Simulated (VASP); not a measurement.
# HC18Cl in VASP: further runs

HC18Cl is run at these levels: PBE+D3(BJ); tasks: single point.

Program: VASP 6.6.1. These are calculated values, not measurements. Logs are shortened: lines on timing, memory, paths and dates and some standing lists are left out, and cuts for length are marked.

## Step 1: The cell of the first run

The cell holds a slab with vacuum, 20 atoms: a = 7.398 Å, b = 7.398 Å, c = 13.000 Å, α = 90.00°, β = 90.00°, γ = 120.00°.

## Step 2: Single point, PBE+D3(BJ)

Input file INCAR:

```
  ALGO = Normal
  EDIFF = 1E-6
  ENCUT = 520
  GGA = PE
  ISIF = 2
  ISMEAR = -1
  IVDW = 12
  LASPH = True
  LCHARG = False
  LREAL = Auto
  LWAVE = False
  NBANDS = 56
  NELM = 80
  PREC = Accurate
  SIGMA = 0.05
```

Input file KPOINTS:

```
k-points
0
Gamma
  2 2 1
```

Input file POSCAR:

```
HC18Cl
1.0
    7.3980000000      0.0000000000      0.0000000000
   -3.6990000000      6.4068560000      0.0000000000
    0.0000000000      0.0000000000     13.0000000000
C Cl H
18 1 1
Direct
   -0.0020875554     -0.0047758370      0.0749543218
    0.2186755180      0.1058157129      0.0750869391
   -0.0028613410      0.3274229823      0.0754556493
    0.2196150827      0.4386668001      0.0752981289
   -0.0035628095      0.6614290791      0.0755803378
    0.2200727537      0.7733174398      0.0755787030
    0.3303624364     -0.0060978158      0.0754189093
    0.5526638426      0.1051599038      0.0755286141
    0.3297999260      0.3280561135      0.0752381023
    0.5534159475      0.4400083296      0.0754912372
    0.3311871615      0.6620955776      0.0755410174
    0.5519555256      0.7724765819      0.0755334852
    0.6628807144     -0.0054086956      0.0754405132
    0.8866703430      0.1064847096      0.0752475302
    0.6644249264      0.3287040077      0.0755790084
    0.8852380884      0.4393072639      0.0755796191
    0.6636939346      0.6605535826      0.0755369267
    0.8860507666      0.7718374397      0.0753272790
    1.0395676465      0.1928907545      0.3450814321
    0.9771596920      0.1959866697      0.2521180458
```

Potentials or basis: VASP PAW PBE potentials, release 64 (C, Cl, H).

Started as:

```
> cat potpaw_PBE.64/C/POTCAR potpaw_PBE.64/Cl/POTCAR potpaw_PBE.64/H/POTCAR > POTCAR
> mpirun -np 1 vasp_std > vasp.out
```

OUTCAR:

```text
EDIFF = 1E-6
   ENCUT = 520
   GGA = PE
   ISIF = 2
   ISMEAR = -1
   IVDW = 12
   LASPH = True
   LREAL = Auto
   NELM = 80
   PREC = Accurate
 IVDW          = 12

 ion  position               nearest neighbor table
   1  0.998  0.995  0.075-   2 1.41  14 1.43  18 1.43
   2  0.219  0.106  0.075-   1 1.41   9 1.42   7 1.43
   3  0.997  0.327  0.075-  14 1.42   4 1.43  16 1.43
   4  0.220  0.439  0.075-   9 1.41   3 1.43  11 1.43
   5  0.996  0.661  0.076-  18 1.41  16 1.42   6 1.43
   6  0.220  0.773  0.076-   7 1.41  11 1.42   5 1.43
[... 10 lines left out ...]
  17  0.664  0.661  0.076-  10 1.41  18 1.42  12 1.43
  18  0.886  0.772  0.075-   5 1.41  17 1.42   1 1.43
  19  0.040  0.193  0.345-  20 1.30
  20  0.977  0.196  0.252-  19 1.30

  LATTYP: Found a hexagonal cell.
 ALAT       =     7.3980000000
 C/A-ratio  =     1.7572316842

  Lattice vectors:

 A1 = (   7.3980000000,   0.0000000000,   0.0000000000)
 A2 = (  -3.6990000000,   6.4068560000,   0.0000000000)
 A3 = (   0.0000000000,   0.0000000000,  13.0000000000)

Analysis of symmetry for initial positions (statically):
=====================================================================
 Subroutine PRICEL returns:
 Original cell was already a primitive cell.

 Routine SETGRP: Setting up the symmetry group for a
 hexagonal supercell.

 Subroutine GETGRP returns: Found  1 space group operations
 (whereof  1 operations were pure point group operations)
 out of a pool of 24 trial point group operations.

The static configuration has the point symmetry C_1 .

Analysis of symmetry for dynamics (positions and initial velocities):
=====================================================================
 Subroutine PRICEL returns:
 Original cell was already a primitive cell.

 Routine SETGRP: Setting up the symmetry group for a
 hexagonal supercell.

 Subroutine GETGRP returns: Found  1 space group operations
 (whereof  1 operations were pure point group operations)
 out of a pool of 24 trial point group operations.

The dynamic configuration has the point symmetry C_1 .

 Subroutine INISYM returns: Found  1 space group operations
 (whereof  1 operations are pure point group operations),
 and found     1 'primitive' translations

----------------------------------------------------------------------------------------

                                     Primitive cell

  volume of cell :     616.1730

  direct lattice vectors                    reciprocal lattice vectors
     7.398000000  0.000000000  0.000000000     0.135171668  0.078041398  0.000000000
    -3.699000000  6.406856000  0.000000000     0.000000000  0.156082796  0.000000000
     0.000000000  0.000000000 13.000000000     0.000000000  0.000000000  0.076923077

  length of vectors
     7.398000000  7.398000054 13.000000000     0.156082797  0.156082796  0.076923077

  position of ions in fractional coordinates (direct lattice)
     0.997912445  0.995224163  0.074954322
     0.218675518  0.105815713  0.075086939
     0.997138659  0.327422982  0.075455649
     0.219615083  0.438666800  0.075298129
     0.996437190  0.661429079  0.075580338
     0.220072754  0.773317440  0.075578703
[... 12 lines left out ...]
     0.039567647  0.192890754  0.345081432
     0.977159692  0.195986670  0.252118046

  ion indices of the primitive-cell ions
   primitive index   ion index
                 1           1
                 2           2
                 3           3
                 4           4
                 5           5
                 6           6
[... 12 lines left out ...]
                19          19
                20          20

----------------------------------------------------------------------------------------

 KPOINTS: k-points

Automatic generation of k-mesh.
 Grid dimensions read from file:
 generate k-points for:    2    2    1

 Generating k-lattice:

  Cartesian coordinates                     Fractional coordinates (reciprocal lattice)
     0.067585834  0.039020699  0.000000000     0.500000000 -0.000000000  0.000000000
     0.000000000  0.078041398  0.000000000     0.000000000  0.500000000  0.000000000
     0.000000000  0.000000000  0.076923077     0.000000000  0.000000000  1.000000000

  Length of vectors
     0.078041399  0.078041398  0.076923077

  Shift w.r.t. Gamma in fractional coordinates (k-lattice)
     0.000000000  0.000000000  0.000000000

 Subroutine IBZKPT returns following result:
 ===========================================

 Found      4 irreducible k-points:

 Following reciprocal coordinates:
            Coordinates               Weight
  0.000000  0.000000  0.000000      1.000000
  0.500000  0.000000  0.000000      1.000000
  0.000000  0.500000  0.000000      1.000000
  0.500000  0.500000  0.000000      1.000000
   k-points           NKPTS =      4   k-points in BZ     NKDIM =      4   number of bands    NBANDS=     56
   number of dos      NEDOS =    301   number of ions     NIONS =     20
   total plane-waves  NPLWV = 307328
   dimension x,y,z NGX =    56 NGY =   56 NGZ =   98
   dimension x,y,z NGXF=   112 NGYF=  112 NGZF=  196
   ions per type =              18   1   1
   NGX,Y,Z   is equivalent  to a cutoff of  12.58, 12.58, 12.53 a.u.
   NGXF,Y,Z  is equivalent  to a cutoff of  25.17, 25.17, 25.06 a.u.
 SYSTEM =  unknown system
   PREC   = accura    normal or accurate (medium, high low for compatibility)
   ISTART =      0    job   : 0-new  1-cont  2-samecut
   ICHARG =      2    charge: 1-file 2-atom 10-const
   ISPIN  =      1    spin polarized calculation?
   LNONCOLLINEAR =      F non collinear calculations
   LSORBIT =      F    spin-orbit coupling
   LASPH  =      T    aspherical Exc in radial PAW
   ENCUT  =  520.0 eV  38.22 Ry    6.18 a.u.  13.76 13.76 24.17*2*pi/ulx,y,z
   NELM   =     80;   NELMIN=  2; NELMDL= -5     # of ELM steps
   EDIFF  = 0.1E-05   stopping-criterion for ELM
   LREAL  =      T    real-space projection
   EDIFFG = 0.1E-04   stopping-criterion for IOM
   NSW    =      0    number of steps for IOM
   IBRION =     -1    ionic relax: 0-MD 1-quasi-New 2-CG
   NFREE  =      0    steps in history (QN), initial steepest desc. (CG)
   ISIF   =      2    stress and relaxation
   ISYM   =      2    0-nonsym 1-usesym 2-fastsym
   POTIM  = 0.5000    time-step for ionic-motion
   TEBEG  =    0.0;   TEEND  =   0.0 temperature during run
   PSTRESS=    0.0 pullay stress
   NELECT =      80.0000    total number of electrons
   NUPDOWN=      -1.0000    fix difference up-down
   EMIN   =  10.00;   EMAX   =-10.00  energy-range for DOS
   EFERMI =   0.00;   METHOD = LEGACY
   ISMEAR =    -1;   SIGMA  =   0.05  broadening in eV -4-tet -1-fermi 0-gaus
   EFERMI_NEDOS =   21; number of points for ismear=-14 and -15
   IALGO  =     38    algorithm
   IMIX   =      4    mixing-type and parameters
     AMIX     =   0.40;   BMIX     =  1.00
     AMIX_MAG =   1.60;   BMIX_MAG =  1.00
  volume/ion in A,a.u.               =      30.81       207.91
  Fermi-wavevector in a.u.,A,eV,Ry     =   0.828967  1.566521  9.349739  0.687186
  Thomas-Fermi vector in A             =   1.941434
   LORBIT       =      0    0 simple, 1 ext, 2 COOP (PROOUT), +10 PAW based schemes
   GGA     = PE    functional components
   LHFCALC =     F    Hartree Fock is set to
   AEXX    =    0.0000 exact exchange contribution
   IVDW    =    12    specifies the selected vdW correction
   LEPSILON=     F    determine dielectric tensor
   LRPA    =     F    only Hartree local field effects (RPA)
 non-spin polarized calculation
  energy-cutoff  :      520.00
  volume of cell :      616.17
 maximum number of plane-waves:     16651
 NGX is ok and might be reduce to    56
   NGX = 27   NGY = 27   NGZ = 49

 number of electron      80.0000001 magnetization

 Free energy of the ion-electron system (eV)
  ---------------------------------------------------
  ext. energy  EPLUGINS =         0.00000000
  ---------------------------------------------------
  free energy    TOTEN  =      -171.74880280 eV

  energy without entropy =     -171.70049268  energy(sigma->0) =     -171.72464774

 E-fermi :  -1.9185     XC(G=0):  -3.9326

 val. band max:       -1.9720883932   @ k =   0.0000   0.0000   0.0000
 cond. band min:      -1.8481271899   @ k =   0.0000   0.0000   0.0000
 fundamental gap:      0.1239612034
 Fermi energy:        -1.9184826905

 k-point     1 :       0.0000    0.0000    0.0000
  band No.  band energies     occupation
      1     -21.4396      2.00000
      2     -18.9290      2.00000
      3     -18.8865      2.00000
      4     -18.8670      2.00000
      5     -18.8460      2.00000
      6     -18.8077      2.00000
[... 44 lines left out ...]
     51       3.1507      0.00000
     52       3.1966      0.00000

 k-point     2 :       0.5000    0.0000    0.0000
  band No.  band energies     occupation
      1     -20.7993      2.00000
      2     -20.7715      2.00000
      3     -19.5223      2.00000
      4     -19.4634      2.00000
      5     -18.2530      2.00000
      6     -17.0366      2.00000
[... 44 lines left out ...]
     51       3.9201      0.00000
     52       4.0255      0.00000

 k-point     3 :       0.0000    0.5000    0.0000
  band No.  band energies     occupation
      1     -20.7988      2.00000
      2     -20.7722      2.00000
      3     -19.5191      2.00000
      4     -19.4663      2.00000
      5     -18.2527      2.00000
      6     -17.0349      2.00000
[... 44 lines left out ...]
     51       3.9181      0.00000
     52       3.9316      0.00000

 k-point     4 :       0.5000    0.5000    0.0000
  band No.  band energies     occupation
      1     -20.7994      2.00000
      2     -20.7714      2.00000
      3     -19.5224      2.00000
      4     -19.4633      2.00000
      5     -18.2530      2.00000
      6     -17.0366      2.00000
[... 44 lines left out ...]
     51       3.9211      0.00000
     52       4.0345      0.00000
 [bands above 52 left out]

------------------------ aborting loop because EDIFF is reached ----------------------------------------

 Edisp (eV)   -1.76781

 E8    (eV) :    -0.5437

  FORCE on cell =-STRESS in cart. coord.  units (eV):
  Direction    XX          YY          ZZ          XY          YZ          ZX
  --------------------------------------------------------------------------------------
  -------------------------------------------------------------------------------------
  Total       1.23307     0.77333    -0.33232     0.00683     0.02145    -0.08662
  in kB       3.20623     2.01082    -0.86411     0.01777     0.05578    -0.22523
  external pressure =        1.45 kB  Pullay stress =        0.00 kB

 VOLUME and BASIS-vectors are now :
 -----------------------------------------------------------------------------
  energy-cutoff  :      520.00
  volume of cell :      616.17
      direct lattice vectors                 reciprocal lattice vectors
     7.398000000  0.000000000  0.000000000     0.135171668  0.078041398  0.000000000
    -3.699000000  6.406856000  0.000000000     0.000000000  0.156082796  0.000000000
     0.000000000  0.000000000 13.000000000     0.000000000  0.000000000  0.076923077

 POSITION                                       TOTAL-FORCE (eV/Angst)
 -----------------------------------------------------------------------------------
      3.70122      6.37626      0.97441         0.005884      0.001034      0.002534
      1.22635      0.67795      0.97613        -0.000259      0.004338     -0.000704
      6.16569      2.09775      0.98092        -0.002802      0.020107     -0.018106
      0.00208      2.81048      0.97888         0.004335      0.004408     -0.001503
      4.92502      4.23768      0.98254         0.010077      0.001716     -0.006588
     -1.23240      4.95453      0.98252         0.000460     -0.002910     -0.001551
[... 12 lines left out ...]
     -0.42078      1.23582      4.48606        -0.069916      0.007224     -0.169738
      6.50407      1.25566      3.27753         0.069204     -0.003535      0.174868
 -----------------------------------------------------------------------------------
    total drift:                                0.001415     -0.018404      0.025237

  FREE ENERGIE OF THE ION-ELECTRON SYSTEM (eV)
  ---------------------------------------------------
  free  energy   TOTEN  =      -173.5166155932 eV

  energy  without entropy=     -173.4683054767  energy(sigma->0) =     -173.49246053
```

Wall time 5.1 min (1 thread of Oxide Virtual Turin-like, shared host); peak memory 0.6 GiB.

What came out:

| Property | Result |
| --- | --- |
| Free energy | -173.5166 eV |
| Largest force | 0.188 eV/Å |
| Band gap on the k mesh | 0.12 eV |
| Dispersion energy per atom | -0.088 eV |

Forces in eV/Å, atoms in the order of the input:
```
C    0.006  0.001  0.003
C    0.000  0.004 -0.001
C   -0.003  0.020 -0.018
C    0.004  0.004 -0.002
C    0.010  0.002 -0.007
C    0.000 -0.003 -0.002
C   -0.007 -0.011  0.006
C    0.001  0.001 -0.004
C   -0.004  0.017 -0.002
C   -0.007 -0.015  0.013
C   -0.014 -0.014  0.001
C    0.009 -0.014 -0.003
C   -0.001  0.004  0.005
C   -0.005  0.006  0.007
C    0.003  0.008 -0.010
C    0.011 -0.017  0.012
C   -0.001  0.012 -0.010
C   -0.002 -0.010  0.006
Cl  -0.070  0.007 -0.170
H    0.069 -0.004  0.175
```

Caveat: the k points lie up to 0.49 Å⁻¹ apart; there is no dipole correction, which matters where the two faces differ; semilocal functionals underestimate gaps, and a narrow one can read as zero.

## Step 3: Single point, PBE+D3(BJ)

Input file INCAR:

```
  PREC = Accurate
  ENCUT = 520
  EDIFF = 1E-6
  ISMEAR = -1
  SIGMA = 0.05
  LREAL = Auto
  LASPH = T
  NELM = 100
  ALGO = Normal
  ISIF = 2
  LWAVE = F
  LCHARG = T
  GGA = PE
  IVDW = 12
  LELF = T
  LVHAR = T
  NBANDS = 56
```

Input file KPOINTS:

```
regular mesh
0
Gamma
  2 2 1
```

Input file POSCAR:

```
HC18Cl
1.0
    7.3980000000      0.0000000000      0.0000000000
   -3.6990000000      6.4068560000      0.0000000000
    0.0000000000      0.0000000000     13.0000000000
C Cl H
18 1 1
Direct
    0.0058744931     -0.0119871588      0.0747230769
    0.2170393678      0.1024215309      0.0666076923
    0.0013877203      0.3376226967      0.0722076923
    0.2231546944      0.4378746768      0.0797769231
   -0.0059542203      0.6565154578      0.0731615385
    0.2132792235      0.7789780198      0.0754076923
    0.3358313175     -0.0016544776      0.0694846154
    0.5483027033      0.1001739387      0.0639692308
    0.3301999741      0.3190644522      0.0759846154
    0.5482901797      0.4260748174      0.0859384615
    0.3366712109      0.6651780530      0.0794615385
    0.5575421700      0.7661792305      0.0868153846
    0.6718032195     -0.0041361941      0.0721461538
    0.8892497645      0.1083995020      0.0740230769
    0.6585420816      0.3225450986      0.0643846154
    0.8814514333      0.4373283870      0.0638769231
    0.6674059345      0.6505999198      0.0981384615
    0.8800477916      0.7593115875      0.0857538462
    1.0348603614      0.2153006092      0.3430692308
    1.0000848727      0.0579691505      0.2699307692
```

Potentials or basis: VASP PAW PBE potentials, release 64 (C, Cl, H).

Started as:

```
> cat potpaw_PBE.64/C/POTCAR potpaw_PBE.64/Cl/POTCAR potpaw_PBE.64/H/POTCAR > POTCAR
> mpirun -np 1 vasp_std > vasp.out
```

Wall time 5.7 min (1 thread of Oxide Virtual Turin-like, shared host); peak memory 0.6 GiB.

Results (log left out):

| Property | Result |
| --- | --- |
| Free energy | -171.8388 eV |
| Largest force | 4.774 eV/Å |
| Band gap on the k mesh | 0.31 eV |
| Dispersion energy per atom | -0.088 eV |

Forces on the atoms (eV/Å):
```
C   -4.741 -0.139  0.546
C    1.918 -0.184  0.488
C    1.345 -2.654 -0.419
C   -1.056  0.908 -0.376
C    0.273  0.573  0.257
C    3.752 -2.335 -0.336
C   -1.844 -1.682 -0.109
C    2.468  0.664  0.296
C   -1.428  2.162  0.478
C   -0.354  1.206 -0.685
C   -0.627 -0.529  0.321
C   -0.933  1.459 -0.354
C   -0.804 -1.528  0.481
C    1.384 -0.134 -0.175
C    1.592 -0.063  0.639
C    0.530 -0.325  0.756
C   -2.466 -0.030 -1.221
C    0.984  2.633 -0.549
Cl   0.647 -1.974 -1.813
H   -0.638  1.972  1.775
```

Levels at points of the mesh, in eV from the valence-band top:
```csv
k point,band 38,band 39,band 40,band 41,band 42,band 43
"(0.00, 0.00, 0.00)",-2.38,-0.10,0.00,0.31,0.41,2.74
"(0.50, 0.00, 0.00)",-2.36,-2.29,-1.85,1.46,2.45,2.55
"(0.00, 0.50, 0.00)",-2.44,-2.20,-2.07,1.90,2.30,2.47
"(0.50, 0.50, 0.00)",-2.36,-2.24,-2.14,1.94,2.23,2.53
```

Caveat: the k points lie up to 0.49 Å⁻¹ apart; there is no dipole correction, which matters where the two faces differ; semilocal functionals underestimate gaps, and a narrow one can read as zero.

[end of part 1 of 2]
